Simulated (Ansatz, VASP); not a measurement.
## Two plane-wave programs on SiO2

```
Si O
1.0
    -2.49087    2.49087    3.66771
     2.49087   -2.49087    3.66771
     2.49087    2.49087   -3.66771
Si O
2 4
Cartesian
  0.0000 0.0000 0.0000
  0.0000 2.4909 1.8339
  0.4804 1.2454 0.9169
  1.2454 2.9713 2.7508
  -1.2454 2.0105 2.7508
  -0.4804 3.7363 0.9169
```

Alike in both runs: task single point; functional PBEsol; k mesh 6 × 6 × 6; occupations gaussian, width 0.02 eV; no spin polarisation.

```csv
,VASP,Ansatz
version,VASP 6.6.1,Ansatz 0.2.0
potentials or method,"VASP PAW PBE potentials, release 64 (Si, O), cutoff 520 eV","scalar-relativistic, plane waves, PAW"
valence electrons in the cell,32,32
```

|  | VASP | Ansatz | Ansatz less VASP |
| --- | --- | --- | --- |
| gap on the k mesh at the Fermi level (eV) | 5.82 | 5.82 | +0.001 |
| least direct gap on the mesh (eV) | 5.82 | 5.82 | +0.001 |
| pressure (GPa) | 0.5 | 0.0 | -0.49 |
| rms of the force components (eV/Å) | 0.011 | 0.000 | -0.0103 |

VASP's potentials were made for PBE, not for PBEsol. Atom by atom the forces differ by 0.010 eV/Å (rms over components).
